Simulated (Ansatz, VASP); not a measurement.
## Two plane-wave programs on Rh

```
Rh
1.0
     2.74289    0.00000    0.00000
    -1.37145    2.37541    0.00000
     0.00000    0.00000    4.41833
Rh
2
Direct
  0.33333 0.66667 0.25000
  0.66667 0.33333 0.75000
```

Alike in both runs: functional RPBE; k mesh 13 × 13 × 7; occupations fermi-dirac, width 0.1 eV; no spin polarisation.

Ansatz relaxed the structure, and its values are those at the end. VASP's run is a single point on that final structure, the one shown.

|  | VASP | Ansatz |
| --- | --- | --- |
| version | VASP 6.6.1 | Ansatz 0.2.0 |
| potentials or method | VASP PAW PBE potentials, release 64 (Rh_pv), cutoff 520 eV | plane waves (420 eV) with PAW, scalar-relativistic |
| valence electrons in the cell | 30 | 34 |

Ansatz gave:

* pressure (GPa): 0.0

Question: Estimate VASP's values.

Answer: Pressure (GPa): 0.1.

VASP's potentials were made for PBE, not for RPBE. VASP's potentials hold 30 valence electrons a cell and Ansatz's 34, so a difference there can come from the potentials and not from the codes.
